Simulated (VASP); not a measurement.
# BP (F-43m) in VASP: notebook

Runs on BP. Level: LDA. Tasks: single point.

Program: VASP 6.6.1. These are calculated values, not measurements. Logs are shortened: lines on timing, memory, paths and dates and some standing lists are left out, and cuts for length are marked.

### Step 1. The cell of the first run

The structure is cubic, space group F-43m (No. 216). The conventional cell has a = 4.445 Å, b = 4.445 Å, c = 4.445 Å, α = 90.00°, β = 90.00°, γ = 90.00°. Within 2.6 Å of B (site symmetry -43m) lie 4 P at 1.92 Å. P (site symmetry -43m) has 4 B at 1.92 Å within 2.6 Å.

### Step 2. Single point, LDA (volume scaled by 0.94)

INCAR

```
ALGO     = Normal         # electronic algorithm
EDIFF    = 1E-6           # SCF threshold, eV
ENCUT    = 520            # plane-wave cutoff, eV
ISIF     = 2              # what is computed and relaxed
ISMEAR   = -1             # smearing method
LASPH    = True           # aspherical terms in the spheres
LCHARG   = False          # write CHGCAR
LREAL    = False          # projectors in reciprocal space
LWAVE    = False          # write WAVECAR
NBANDS   = 11             # bands
NELM     = 100            # most SCF steps
PREC     = Accurate       # precision mode
SIGMA    = 0.05           # smearing width, eV
```

KPOINTS

```
k-points
0
Gamma
  15 15 15
```

POSCAR

```
BP
1.0
    0.0000000000      2.2226808807      2.2226808807
    2.2226808807      0.0000000000      2.2226808807
    2.2226808807      2.2226808807      0.0000000000
B P
1 1
Direct
    0.0000000000      0.0000000000      0.0000000000
    0.7500000000      0.7500000000      0.7500000000
```

Potentials or basis: VASP PAW LDA potentials, release 64 (B, P).

Run with:

```bash
> cat potpaw_LDA.64/B/POTCAR potpaw_LDA.64/P/POTCAR > POTCAR
> mpirun -np 1 vasp_std > vasp.out
```

OUTCAR:

```text
EDIFF = 1E-6
   ENCUT = 520
   ISIF = 2
   ISMEAR = -1
   LASPH = True
   LREAL = False
   NELM = 100
   PREC = Accurate

 ion  position               nearest neighbor table
   1  0.000  0.000  0.000-   2 1.92   2 1.92   2 1.92   2 1.92
   2  0.750  0.750  0.750-   1 1.92   1 1.92   1 1.92   1 1.92

  LATTYP: Found a face centered cubic cell.
 ALAT       =     4.4453617614

  Lattice vectors:

 A1 = (   0.0000000000,   2.2226808807,   2.2226808807)
 A2 = (   2.2226808807,   0.0000000000,   2.2226808807)
 A3 = (   2.2226808807,   2.2226808807,   0.0000000000)

Analysis of symmetry for initial positions (statically):
[... 5 lines left out ...]
 face centered cubic supercell.

 Subroutine GETGRP returns: Found 24 space group operations
 (whereof 24 operations were pure point group operations)
 out of a pool of 48 trial point group operations.

The static configuration has the point symmetry T_d .

Analysis of symmetry for dynamics (positions and initial velocities):
[... 5 lines left out ...]
 face centered cubic supercell.

 Subroutine GETGRP returns: Found 24 space group operations
 (whereof 24 operations were pure point group operations)
 out of a pool of 48 trial point group operations.

The dynamic configuration has the point symmetry T_d .

 Subroutine INISYM returns: Found 24 space group operations
 (whereof 24 operations are pure point group operations),
 and found     1 'primitive' translations

----------------------------------------------------------------------------------------

                                     Primitive cell

  volume of cell :      21.9615

  direct lattice vectors                    reciprocal lattice vectors
     0.000000000  2.222680881  2.222680881    -0.224953570  0.224953570  0.224953570
     2.222680881  0.000000000  2.222680881     0.224953570 -0.224953570  0.224953570
     2.222680881  2.222680881  0.000000000     0.224953570  0.224953570 -0.224953570

  length of vectors
     3.143345446  3.143345446  3.143345446     0.389631013  0.389631013  0.389631013

  position of ions in fractional coordinates (direct lattice)
     0.000000000  0.000000000  0.000000000
     0.750000000  0.750000000  0.750000000

  ion indices of the primitive-cell ions
   primitive index   ion index
                 1           1
                 2           2

----------------------------------------------------------------------------------------

 KPOINTS: k-points

Automatic generation of k-mesh.
 Grid dimensions read from file:
 generate k-points for:   15   15   15

 Generating k-lattice:

  Cartesian coordinates                     Fractional coordinates (reciprocal lattice)
    -0.014996905  0.014996905  0.014996905     0.066666667  0.000000000  0.000000000
     0.014996905 -0.014996905  0.014996905     0.000000000  0.066666667  0.000000000
     0.014996905  0.014996905 -0.014996905     0.000000000  0.000000000  0.066666667

  Length of vectors
     0.025975401  0.025975401  0.025975401

  Shift w.r.t. Gamma in fractional coordinates (k-lattice)
     0.000000000  0.000000000  0.000000000

 Subroutine IBZKPT returns following result:
 ===========================================

 Found    120 irreducible k-points:

 Following reciprocal coordinates:
            Coordinates               Weight
  0.000000  0.000000  0.000000      1.000000
  0.066667  0.000000  0.000000      8.000000
  0.133333  0.000000  0.000000      8.000000
  0.200000  0.000000  0.000000      8.000000
  0.266667  0.000000  0.000000      8.000000
  0.333333  0.000000  0.000000      8.000000
[... 16 lines left out ...]
  0.133333  0.133333  0.000000      6.000000
  0.200000  0.133333  0.000000     24.000000
 [... further k-points ...]
   k-points           NKPTS =    120   k-points in BZ     NKDIM =    120   number of bands    NBANDS=     11
   number of dos      NEDOS =    301   number of ions     NIONS =      2
   total plane-waves  NPLWV =  13824
   dimension x,y,z NGX =    24 NGY =   24 NGZ =   24
   dimension x,y,z NGXF=    48 NGYF=   48 NGZF=   48
   ions per type =               1   1
   NGX,Y,Z   is equivalent  to a cutoff of  12.69, 12.69, 12.69 a.u.
   NGXF,Y,Z  is equivalent  to a cutoff of  25.39, 25.39, 25.39 a.u.
 SYSTEM =  unknown system
   PREC   = accura    normal or accurate (medium, high low for compatibility)
   ISTART =      0    job   : 0-new  1-cont  2-samecut
   ICHARG =      2    charge: 1-file 2-atom 10-const
   ISPIN  =      1    spin polarized calculation?
   LNONCOLLINEAR =      F non collinear calculations
   LSORBIT =      F    spin-orbit coupling
   LASPH  =      T    aspherical Exc in radial PAW
   ENCUT  =  520.0 eV  38.22 Ry    6.18 a.u.   5.84  5.84  5.84*2*pi/ulx,y,z
   NELM   =    100;   NELMIN=  2; NELMDL= -5     # of ELM steps
   EDIFF  = 0.1E-05   stopping-criterion for ELM
   LREAL  =      F    real-space projection
   EDIFFG = 0.1E-04   stopping-criterion for IOM
   NSW    =      0    number of steps for IOM
   IBRION =     -1    ionic relax: 0-MD 1-quasi-New 2-CG
   NFREE  =      0    steps in history (QN), initial steepest desc. (CG)
   ISIF   =      2    stress and relaxation
   ISYM   =      2    0-nonsym 1-usesym 2-fastsym
   POTIM  = 0.5000    time-step for ionic-motion
   TEBEG  =    0.0;   TEEND  =   0.0 temperature during run
   PSTRESS=    0.0 pullay stress
   NELECT =       8.0000    total number of electrons
   NUPDOWN=      -1.0000    fix difference up-down
   EMIN   =  10.00;   EMAX   =-10.00  energy-range for DOS
   EFERMI =   0.00;   METHOD = LEGACY
   ISMEAR =    -1;   SIGMA  =   0.05  broadening in eV -4-tet -1-fermi 0-gaus
   EFERMI_NEDOS =   21; number of points for ismear=-14 and -15
   IALGO  =     38    algorithm
   IMIX   =      4    mixing-type and parameters
     AMIX     =   0.40;   BMIX     =  1.00
     AMIX_MAG =   1.60;   BMIX_MAG =  1.00
  volume/ion in A,a.u.               =      10.98        74.10
  Fermi-wavevector in a.u.,A,eV,Ry     =   1.169188  2.209445 18.599175  1.367001
  Thomas-Fermi vector in A             =   2.305664
   LORBIT       =      0    0 simple, 1 ext, 2 COOP (PROOUT), +10 PAW based schemes
   GGA     = CA    functional components
   LHFCALC =     F    Hartree Fock is set to
   AEXX    =    0.0000 exact exchange contribution
   IVDW    =     0    specifies the selected vdW correction
   LEPSILON=     F    determine dielectric tensor
   LRPA    =     F    only Hartree local field effects (RPA)
 non-spin polarized calculation
  energy-cutoff  :      520.00
  volume of cell :       21.96
 maximum number of plane-waves:       609
   NGX = 11   NGY = 11   NGZ = 11

 number of electron       8.0000000 magnetization

 Free energy of the ion-electron system (eV)
  ---------------------------------------------------
  ext. energy  EPLUGINS =         0.00000000
  ---------------------------------------------------
  free energy    TOTEN  =       -14.38831956 eV

  energy without entropy =      -14.38831948  energy(sigma->0) =      -14.38831952

 E-fermi :   8.7010     XC(G=0): -11.3452

 val. band max:        8.1590971123   @ k =   0.0000   0.0000   0.0000
 cond. band min:       9.2743708865   @ k =   0.4000   0.4000   0.0000
 fundamental gap:      1.1152737742
 Fermi energy:         8.7009557684

 k-point     1 :       0.0000    0.0000    0.0000
  band No.  band energies     occupation
      1      -7.7860      2.00000
      2       8.1591      1.99996
      3       8.1591      1.99996
      4       8.1591      1.99996
      5      11.6412      0.00000
      6      11.6412      0.00000
      7      11.6412      0.00000
      8      16.4892      0.00000
      9      19.8663      0.00000
     10      20.5269      0.00000
     11      20.5269      0.00000

 k-point     2 :       0.0667    0.0000    0.0000
  band No.  band energies     occupation
      1      -7.7018      2.00000
      2       7.4918      2.00000
      3       8.0100      2.00000
      4       8.0100      2.00000
      5      11.8475      0.00000
      6      11.8475      0.00000
      7      11.9226      0.00000
      8      16.6920      0.00000
      9      20.1154      0.00000
     10      20.1154      0.00000
     11      20.1456      0.00000

 k-point     3 :       0.1333    0.0000    0.0000
  band No.  band energies     occupation
      1      -7.4503      2.00000
      2       6.0553      2.00000
      3       7.6626      2.00000
      4       7.6626      2.00000
      5      12.2862      0.00000
      6      12.3261      0.00000
      7      12.3261      0.00000
      8      17.2186      0.00000
      9      19.4539      0.00000
     10      19.4539      0.00000
     11      20.8370      0.00000

 k-point     4 :       0.2000    0.0000    0.0000
  band No.  band energies     occupation
      1      -7.0355      2.00000
      2       4.4010      2.00000
      3       7.2689      2.00000
      4       7.2689      2.00000
      5      12.4364      0.00000
      6      12.8067      0.00000
      7      12.8067      0.00000
      8      17.8377      0.00000
      9      19.1222      0.00000
     10      19.1222      0.00000
     11      21.3796      0.00000

 k-point     5 :       0.2667    0.0000    0.0000
  band No.  band energies     occupation
      1      -6.4662      2.00000
      2       2.7406      2.00000
      3       6.9141      2.00000
      4       6.9141      2.00000
      5      12.4440      0.00000
      6      13.0688      0.00000
      7      13.0688      0.00000
      8      18.2885      0.00000
      9      19.3848      0.00000
     10      19.3848      0.00000
     11      21.6083      0.00000
[... 211 lines left out ...]
 k-point    21 :      -0.1333    0.0667    0.0000
  band No.  band energies     occupation
      1      -7.2557      2.00000
      2       5.5107      2.00000
      3       6.7061      2.00000
      4       7.8117      2.00000
      5      12.2190      0.00000
      6      12.4789      0.00000
      7      13.0708      0.00000
      8      17.2081      0.00000
      9      18.5473      0.00000
     10      20.1615      0.00000
     11      21.3364      0.00000

 k-point    22 :      -0.0667    0.0667    0.0000
  band No.  band energies     occupation
      1      -7.5618      2.00000
      2       6.8995      2.00000
      3       7.2539      2.00000
      4       8.0502      2.00000
      5      11.8591      0.00000
      6      12.1158      0.00000
      7      12.5286      0.00000
      8      16.9213      0.00000
      9      19.2381      0.00000
     10      20.1947      0.00000
     11      20.5813      0.00000

 k-point    23 :       0.1333    0.1333    0.0000
  band No.  band energies     occupation
      1      -7.3381      2.00000
      2       6.7952      2.00000
      3       6.7952      2.00000
      4       6.8962      2.00000
      5      10.8832      0.00000
      6      13.4923      0.00000
      7      13.4923      0.00000
      8      16.0770      0.00000
      9      19.0423      0.00000
     10      21.0085      0.00000
     11      21.2759      0.00000

 k-point    24 :       0.2000    0.1333    0.0000
  band No.  band energies     occupation
      1      -7.0329      2.00000
      2       5.4944      2.00000
      3       6.3522      2.00000
      4       6.7771      2.00000
      5      10.8794      0.00000
      6      14.0450      0.00000
      7      14.1639      0.00000
      8      15.4253      0.00000
      9      19.5313      0.00000
     10      21.0238      0.00000
     11      22.0340      0.00000

 [... further k-points ...]
[... 5 lines left out ...]
  --------------------------------------------------------------------------------------
  -------------------------------------------------------------------------------------
  Total        0.7530938      0.7530938      0.7530938      0.0000000     -0.0000000      0.0000000
  in kB       54.9412192     54.9412192     54.9412192      0.0000000     -0.0000000      0.0000000
  external PRESSURE =      54.9412192 kB  Pullay stress =       0.0000000 kB

 VOLUME and BASIS-vectors are now :
 -----------------------------------------------------------------------------
  energy-cutoff  :      520.00
  volume of cell :       21.96
      direct lattice vectors                 reciprocal lattice vectors
     0.000000000  2.222680881  2.222680881    -0.224953570  0.224953570  0.224953570
     2.222680881  0.000000000  2.222680881     0.224953570 -0.224953570  0.224953570
     2.222680881  2.222680881  0.000000000     0.224953570  0.224953570 -0.224953570

 POSITION                                       TOTAL-FORCE (eV/Angst)
 -----------------------------------------------------------------------------------
      0.00000      0.00000      0.00000        -0.000000     -0.000000     -0.000000
      3.33402      3.33402      3.33402         0.000000      0.000000      0.000000
 -----------------------------------------------------------------------------------
    total drift:                               -0.000000     -0.000000     -0.000000

  FREE ENERGIE OF THE ION-ELECTRON SYSTEM (eV)
  ---------------------------------------------------
  free  energy   TOTEN  =       -14.3883195620 eV

  energy  without entropy=      -14.3883194834  energy(sigma->0) =      -14.38831952
```

Wall time 36 s (1 thread of AMD EPYC 7R43 (Zen 3), shared host); peak memory 0.1 GiB.

What came out:

* Free energy: -14.3883 eV
* Pressure: 5.5 GPa
* Band gap on the k mesh: 1.12 eV, indirect (least direct gap 3.48 eV)

### Step 3. Single point, LDA (volume scaled by 0.96)

INCAR

```
PREC = Accurate
ENCUT = 520
EDIFF = 1E-7
ISMEAR = -1
SIGMA = 0.05
LREAL = False
LASPH = True
NELM = 60
ALGO = Normal
ISIF = 2
LWAVE = False
LCHARG = False
NBANDS = 11
```

KPOINTS

```
Automatic mesh
0
Gamma
  15 15 15
```

POSCAR

```
BP
1.0
    0.0000000000      2.2383340787      2.2383340787
    2.2383340787      0.0000000000      2.2383340787
    2.2383340787      2.2383340787      0.0000000000
B P
1 1
Direct
    0.0000000000      0.0000000000      0.0000000000
    0.7500000000      0.7500000000      0.7500000000
```

Potentials or basis: VASP PAW LDA potentials, release 64 (B, P).

Run with:

```bash
> cat potpaw_LDA.64/B/POTCAR potpaw_LDA.64/P/POTCAR > POTCAR
> mpirun -np 1 vasp_std > vasp.out
```

Run time: 30 s. Hardware: 1 thread of AMD EPYC 7R43 (Zen 3), shared host; peak memory 0.1 GiB.

It converged, with:

| Property | Result |
| --- | --- |
| Free energy | -14.3987 eV |
| Pressure | 1.5 GPa |
| Band gap on the k mesh | 1.14 eV, indirect (least direct gap 3.44 eV) |

Levels at points of the mesh, in eV from the valence-band top:
```csv
k point,band 1,band 2,band 3,band 4,band 5,band 6,band 7,band 8
"(0.00, 0.00, 0.00)",-15.75,0.00,0.00,0.00,3.44,3.44,3.44,8.00
```

 A k mesh can miss the band edges.
